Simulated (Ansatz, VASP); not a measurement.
**One calculation of Zr, two programs**

File INCAR:

```
SYSTEM = Zr
PREC = Accurate ; ENCUT = 500
EDIFF = 1E-6 ; ISMEAR = 0
SIGMA = 0.1 ; LREAL = .FALSE.
LASPH = .TRUE. ; NELM = 120
ALGO = Normal ; ISIF = 2
LWAVE = .FALSE. ; LCHARG = .FALSE.
GGA = PE ; NBANDS = 19
GGA_COMPAT = .FALSE.
```

Contents of KPOINTS:

```
regular mesh
0
G
  6 6 4
  0 0 0
```

File POSCAR:

```
Zr
1.0
    3.2392314131      0.0000000000      0.0000000000
   -1.6196157065      2.8052566925      0.0000000000
    0.0000000000      0.0000000000      5.1722200000
Zr
2
Direct
    0.3333333333      0.6666666667      0.2500000000
    0.6666666667      0.3333333333      0.7500000000
```

Input for Ansatz:

```yaml
crystal:
  lattice:
    - [3.2392314131, 0.0, 0.0]
    - [-1.6196157065, 2.8052566925, 0.0]
    - [0.0, 0.0, 5.17222]
  atoms:
    - { symbol: Zr, position: [0.3333333333, 0.6666666667, 0.25] }
    - { symbol: Zr, position: [0.6666666667, 0.3333333333, 0.75] }
basis:
  ecutwfc: 420
kpoints:
  mp_grid: { grid: [6, 6, 4] }
hamiltonian:
  xc: pbe
scf:
  occupations: { method: gaussian, width: 0.1 }
  n_extra_bands: 3
  max_iter: 87
output:
  forces: true
  stress: true
  eigenvalues: true
```

Alike in both runs: task single point; functional PBE; k mesh 6 × 6 × 4; occupations gaussian, width 0.1 eV; no spin polarisation.

|  | VASP | Ansatz |
| --- | --- | --- |
| version | VASP 6.6.1 | Ansatz 0.2.0 |
| potentials or method | VASP PAW PBE potentials, release 64 (Zr_sv), cutoff 500 eV | scalar-relativistic, plane waves, PAW |
| valence electrons in the cell | 24 | 24 |

```csv
,VASP,Ansatz,Ansatz less VASP
gap on the k mesh at the Fermi level (eV),none,none,-
pressure (GPa),-0.6,-0.6,-0.03
"traceless stress, the component that is largest in VASP (GPa)",0.44,0.44,-0.001
```

A gap of «none» marks a metal or a gap that the smearing closes.

The k mesh is coarse, so the values compare programs but aren't converged.
